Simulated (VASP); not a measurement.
# SiNi3 (Pm-3m) in VASP: further runs

The runs below take SiNi3 through single point, with PBE.

Everything below comes from runs of VASP 6.6.1. Logs are shortened: lines on timing, memory, paths and dates and some standing lists are left out, and cuts for length are marked.

**1. The cell of the first run**

The structure is cubic, space group Pm-3m (No. 221). The conventional cell has a = 3.351 Å, b = 3.351 Å, c = 3.351 Å, α = 90.00°, β = 90.00°, γ = 90.00°. Si (site symmetry m-3m) has 12 Ni at 2.37 Å within 3.1 Å. Ni (site symmetry 4/mmm) has 4 Si at 2.37 Å and 8 Ni at 2.37 Å within 3.1 Å.

**2. Single point, PBE**

INCAR

```
PREC     = Accurate       # precision mode
ENCUT    = 520            # plane-wave cutoff, eV
EDIFF    = 1E-6           # SCF threshold, eV
ISMEAR   = 0              # smearing method
SIGMA    = 0.1            # smearing width, eV
LREAL    = False          # projectors in reciprocal space
LASPH    = True           # aspherical terms in the spheres
NELM     = 60             # most SCF steps
ALGO     = Normal         # electronic algorithm
ISIF     = 2              # what is computed and relaxed
LWAVE    = False          # write WAVECAR
LCHARG   = True           # write CHGCAR
GGA      = PE             # functional
LELF     = True           # ELF
LVHAR    = True         
NBANDS   = 25             # bands
```

KPOINTS

```
regular mesh
0
Gamma
  12 12 12
```

POSCAR

```
SiNi3
1.0
    3.3510330275      0.0000000000      0.0000000000
    0.0000000000      3.3510330275      0.0000000000
    0.0000000000      0.0000000000      3.3510330275
Si Ni
1 3
Direct
    0.0000000000      0.0000000000      0.0000000000
    0.0000000000      0.5000000000      0.5000000000
    0.5000000000      0.0000000000      0.5000000000
    0.5000000000      0.5000000000      0.0000000000
```

Potentials or basis: VASP PAW PBE potentials, release 64 (Si, Ni).

Command:

```bash
$ cat potpaw_PBE.64/Si/POTCAR potpaw_PBE.64/Ni/POTCAR > POTCAR
$ mpirun -np 1 vasp_std > vasp.out
```

OUTCAR:

```text
PREC = Accurate
   ENCUT = 520
   EDIFF = 1E-6
   ISMEAR = 0
   LREAL = False
   LASPH = True
   NELM = 60
   ISIF = 2
   GGA = PE

 ion  position               nearest neighbor table
   1  0.000  0.000  0.000-   2 2.37   3 2.37   4 2.37   2 2.37   3 2.37   2 2.37   4 2.37   2 2.37
                             3 2.37   4 2.37   3 2.37   4 2.37
   2  0.000  0.500  0.500-   1 2.37   3 2.37   4 2.37   1 2.37   4 2.37   1 2.37   3 2.37   1 2.37
                             3 2.37   4 2.37   4 2.37   3 2.37
   3  0.500  0.000  0.500-   1 2.37   2 2.37   4 2.37   1 2.37   4 2.37   2 2.37   4 2.37   4 2.37
                             1 2.37   2 2.37   1 2.37   2 2.37
   4  0.500  0.500  0.000-   1 2.37   2 2.37   3 2.37   2 2.37   3 2.37   1 2.37   3 2.37   3 2.37
                             1 2.37   2 2.37   2 2.37   1 2.37

  LATTYP: Found a simple cubic cell.
 ALAT       =     3.3510330275

  Lattice vectors:

 A1 = (   3.3510330275,   0.0000000000,   0.0000000000)
 A2 = (   0.0000000000,   3.3510330275,   0.0000000000)
 A3 = (   0.0000000000,   0.0000000000,   3.3510330275)

Analysis of symmetry for initial positions (statically):
=====================================================================
 Subroutine PRICEL returns:
 Original cell was already a primitive cell.

 Routine SETGRP: Setting up the symmetry group for a
 simple cubic supercell.

 Subroutine GETGRP returns: Found 48 space group operations
 (whereof 48 operations were pure point group operations)
 out of a pool of 48 trial point group operations.

The static configuration has the point symmetry O_h .

Analysis of symmetry for dynamics (positions and initial velocities):
=====================================================================
 Subroutine PRICEL returns:
 Original cell was already a primitive cell.

 Routine SETGRP: Setting up the symmetry group for a
 simple cubic supercell.

 Subroutine GETGRP returns: Found 48 space group operations
 (whereof 48 operations were pure point group operations)
 out of a pool of 48 trial point group operations.

The dynamic configuration has the point symmetry O_h .

 Subroutine INISYM returns: Found 48 space group operations
 (whereof 48 operations are pure point group operations),
 and found     1 'primitive' translations

----------------------------------------------------------------------------------------

                                     Primitive cell
[... 89 lines left out ...]
   ISPIN  =      1    spin polarized calculation?
   LNONCOLLINEAR =      F non collinear calculations
   LSORBIT =      F    spin-orbit coupling
   LASPH  =      T    aspherical Exc in radial PAW
   ENCUT  =  520.0 eV  38.22 Ry    6.18 a.u.   6.23  6.23  6.23*2*pi/ulx,y,z
   NELM   =     60;   NELMIN=  2; NELMDL= -5     # of ELM steps
   EDIFF  = 0.1E-05   stopping-criterion for ELM
   LREAL  =      F    real-space projection
   EDIFFG = 0.1E-04   stopping-criterion for IOM
   NSW    =      0    number of steps for IOM
   IBRION =     -1    ionic relax: 0-MD 1-quasi-New 2-CG
   NFREE  =      0    steps in history (QN), initial steepest desc. (CG)
   ISIF   =      2    stress and relaxation
   ISYM   =      2    0-nonsym 1-usesym 2-fastsym
   POTIM  = 0.5000    time-step for ionic-motion
   TEBEG  =    0.0;   TEEND  =   0.0 temperature during run
   PSTRESS=    0.0 pullay stress
   NELECT =      34.0000    total number of electrons
   NUPDOWN=      -1.0000    fix difference up-down
   EMIN   =  10.00;   EMAX   =-10.00  energy-range for DOS
   EFERMI =   0.00;   METHOD = LEGACY
   ISMEAR =     0;   SIGMA  =   0.10  broadening in eV -4-tet -1-fermi 0-gaus
   EFERMI_NEDOS =   21; number of points for ismear=-14 and -15
   IALGO  =     38    algorithm
   IMIX   =      4    mixing-type and parameters
     AMIX     =   0.40;   BMIX     =  1.00
     AMIX_MAG =   1.60;   BMIX_MAG =  1.00
  volume/ion in A,a.u.               =       9.41        63.49
  Fermi-wavevector in a.u.,A,eV,Ry     =   1.582665  2.990804 34.080276  2.504830
  Thomas-Fermi vector in A             =   2.682554
   LORBIT       =      0    0 simple, 1 ext, 2 COOP (PROOUT), +10 PAW based schemes
   GGA     = PE    functional components
   LHFCALC =     F    Hartree Fock is set to
   AEXX    =    0.0000 exact exchange contribution
   IVDW    =     0    specifies the selected vdW correction
   LEPSILON=     F    determine dielectric tensor
   LRPA    =     F    only Hartree local field effects (RPA)
 non-spin polarized calculation
 Gauss-broadening in eV      SIGMA  =   0.10
  energy-cutoff  :      520.00
  volume of cell :       37.63
 maximum number of plane-waves:      1064
 NGX is ok and might be reduce to    28
   NGX = 13   NGY = 13   NGZ = 13

 number of electron      34.0000043 magnetization

 Free energy of the ion-electron system (eV)
  ---------------------------------------------------
  ext. energy  EPLUGINS =         0.00000000
  ---------------------------------------------------
  free energy    TOTEN  =       -23.08970601 eV

  energy without entropy =      -23.08031911  energy(sigma->0) =      -23.08501256

 E-fermi :  12.8351     XC(G=0): -13.8623

 val. band max:       12.8340676531   @ k =   0.0833   0.0833   0.0000
 cond. band min:      12.8609769531   @ k =   0.4167   0.4167   0.3333
 fundamental gap:      0.0269093000
 Fermi energy:        12.8350529841

 k-point     1 :       0.0000    0.0000    0.0000
  band No.  band energies     occupation
      1      -0.2239      2.00000
      2       7.0108      2.00000
      3       7.8929      2.00000
      4       7.8929      2.00000
      5       8.5115      2.00000
      6       8.5115      2.00000
[... 661 lines left out ...]
     24      23.7636      0.00000
     25      24.8827      0.00000

 [... further k-points ...]
[... 5 lines left out ...]
  --------------------------------------------------------------------------------------
  -------------------------------------------------------------------------------------
  Total        9.3228036      9.3228036      9.3228036     -0.0000000     -0.0000000     -0.0000000
  in kB      396.9364617    396.9364617    396.9364617     -0.0000000     -0.0000000     -0.0000000
  external PRESSURE =     396.9364617 kB  Pullay stress =       0.0000000 kB

 VOLUME and BASIS-vectors are now :
 -----------------------------------------------------------------------------
  energy-cutoff  :      520.00
  volume of cell :       37.63
      direct lattice vectors                 reciprocal lattice vectors
     3.351033028  0.000000000  0.000000000     0.298415441  0.000000000  0.000000000
     0.000000000  3.351033028  0.000000000     0.000000000  0.298415441  0.000000000
     0.000000000  0.000000000  3.351033028     0.000000000  0.000000000  0.298415441

 POSITION                                       TOTAL-FORCE (eV/Angst)
 -----------------------------------------------------------------------------------
      0.00000      0.00000      0.00000         0.000000      0.000000      0.000000
      0.00000      1.67552      1.67552         0.000000      0.000000      0.000000
      1.67552      0.00000      1.67552         0.000000      0.000000      0.000000
      1.67552      1.67552      0.00000         0.000000      0.000000      0.000000
 -----------------------------------------------------------------------------------
    total drift:                                0.000000      0.000000      0.000000

  FREE ENERGIE OF THE ION-ELECTRON SYSTEM (eV)
  ---------------------------------------------------
  free  energy   TOTEN  =       -23.0897060102 eV

  energy  without entropy=      -23.0803191093  energy(sigma->0) =      -23.08501256
```

Run time: 41 s. Hardware: 1 thread of AMD EPYC 9R45 (Zen 5), shared host; peak memory 0.17 GiB.

What came out:

- Free energy: -23.0897 eV
- Pressure: 39.7 GPa
- Band gap on the k mesh: zero (band 17 reaches 12.89 eV, above the bottom of band 18 at 12.59 eV)

**3. Single point, PBE**

This run uses another cell than the first one, of 9.97 Å³/atom, 1.060 times its volume.

INCAR

```
SYSTEM = SiNi3
PREC = Accurate
ENCUT = 520
EDIFF = 1E-6
ISMEAR = 0
SIGMA = 0.1
LREAL = .False.
LASPH = .True.
NELM = 60
ALGO = Normal
ISIF = 2
LWAVE = .False.
LCHARG = .True.
GGA = PE
LELF = .True.
LVHAR = .True.
NBANDS = 25
```

KPOINTS

```
Automatic mesh
0
Gamma
  12 12 12
  0 0 0
```

POSCAR

```
SiNi3
1.0
    3.4164873123      0.0000000000      0.0000000000
    0.0000000000      3.4164873123      0.0000000000
    0.0000000000      0.0000000000      3.4164873123
Si Ni
1 3
Direct
    0.0000000000      0.0000000000      0.0000000000
    0.0000000000      0.5000000000      0.5000000000
    0.5000000000      0.0000000000      0.5000000000
    0.5000000000      0.5000000000      0.0000000000
```

Potentials or basis: VASP PAW PBE potentials, release 64 (Si, Ni).

Command:

```bash
$ cat potpaw_PBE.64/Si/POTCAR potpaw_PBE.64/Ni/POTCAR > POTCAR
$ mpirun -np 1 vasp_std > vasp.out
```

It took 42 s on 1 thread of AMD EPYC 9R45 (Zen 5), shared host; peak memory 0.17 GiB.

It converged, with:

```
Free energy            : -23.5004 eV
Pressure               : 19.8 GPa
Band gap on the k mesh : zero (band 17 reaches 11.91 eV, above the bottom of band 18 at 11.64 eV)
```

Levels at points of the mesh, in eV from the Fermi level:
| k point | band 13 | band 14 | band 15 | band 16 | band 17 | band 18 | band 19 | band 20 | band 21 | band 22 |
| --- | --- | --- | --- | --- | --- | --- | --- | --- | --- | --- |
| (0.00, 0.00, 0.00) | -0.98 | -0.70 | -0.70 | -0.33 | 0.04 | 0.04 | 0.04 | 5.58 | 6.70 | 6.70 |
| (0.50, 0.00, 0.00) | -1.47 | -1.45 | -1.28 | -0.62 | 0.04 | 3.91 | 3.91 | 5.46 | 5.46 | 5.80 |
| (0.50, 0.50, 0.00) | -1.61 | -1.60 | -1.24 | -1.14 | -1.06 | 0.73 | 0.73 | 6.08 | 6.73 | 7.96 |
| (0.50, 0.50, 0.50) | -1.63 | -1.39 | -1.39 | -0.55 | -0.23 | -0.23 | -0.23 | 1.56 | 4.37 | 4.37 |

**4. Single point, PBE**

This run uses another cell than the first one, of 10.33 Å³/atom, 1.098 times its volume.

INCAR

```
SYSTEM = SiNi3
ALGO = Normal
EDIFF = 1E-6
ENCUT = 520
GGA = PE
ISIF = 2
ISMEAR = 0
LASPH = .True.
LCHARG = .False.
LREAL = .False.
LWAVE = .False.
NBANDS = 25
NELM = 60
PREC = Accurate
SIGMA = 0.1
```

KPOINTS

```
k-points
0
Gamma
  12 12 12
  0 0 0
```

POSCAR

```
SiNi3
1.0
    3.4571821324      0.0000000000      0.0000000000
    0.0000000000      3.4571821324      0.0000000000
    0.0000000000      0.0000000000      3.4571821324
Si Ni
1 3
Direct
    0.0000000000      0.0000000000      0.0000000000
    0.0000000000      0.5000000000      0.5000000000
    0.5000000000      0.0000000000      0.5000000000
    0.5000000000      0.5000000000      0.0000000000
```

Command:

```bash
$ cat potpaw_PBE.64/Si/POTCAR potpaw_PBE.64/Ni/POTCAR > POTCAR
$ mpirun -np 1 vasp_std > vasp.out
```

It took 43 s on 1 thread of AMD EPYC 9R45 (Zen 5), shared host; peak memory 0.18 GiB.

The run converged. Its results:

```yaml
Free_energy: -23.6328 eV
Pressure: 9.9 GPa
Band_gap_on_the_k_mesh: zero (band 17 reaches 11.34 eV, above the bottom of band 18 at 11.08 eV)
```

Levels at points of the mesh, in eV from the Fermi level:
| k point | band 13 | band 14 | band 15 | band 16 | band 17 | band 18 | band 19 | band 20 | band 21 | band 22 |
| --- | --- | --- | --- | --- | --- | --- | --- | --- | --- | --- |
| (0.00, 0.00, 0.00) | -0.94 | -0.66 | -0.66 | -0.31 | 0.04 | 0.04 | 0.04 | 5.23 | 6.53 | 6.53 |
| (0.50, 0.00, 0.00) | -1.39 | -1.38 | -1.22 | -0.59 | 0.04 | 3.77 | 3.77 | 5.37 | 5.37 | 5.52 |
| (0.50, 0.50, 0.00) | -1.53 | -1.51 | -1.18 | -1.08 | -1.01 | 0.69 | 0.69 | 5.85 | 6.55 | 7.83 |
| (0.50, 0.50, 0.50) | -1.54 | -1.32 | -1.32 | -0.48 | -0.22 | -0.22 | -0.22 | 1.39 | 4.21 | 4.21 |

Spin polarisation is off, so any magnetic state and its effect on volume and gap are missing.

**5. The runs side by side**

| cell | gap on the mesh (eV) | pressure (GPa) |
| --- | --- | --- |
| a = 3.351 Å, 4 atoms | none | 39.7 |
| a = 3.416 Å, 4 atoms | none | 19.8 |
| a = 3.457 Å, 4 atoms | none | 9.9 |

Alike in all rows: task single point; level PBE; potentials or basis VASP PAW PBE potentials, release 64 (Si, Ni); no spin polarisation; k mesh 12 × 12 × 12; cutoff (eV) 520; smearing gaussian 0.1 eV.

Total energies depend on the potentials used, so only differences within one code and one set of settings carry meaning.
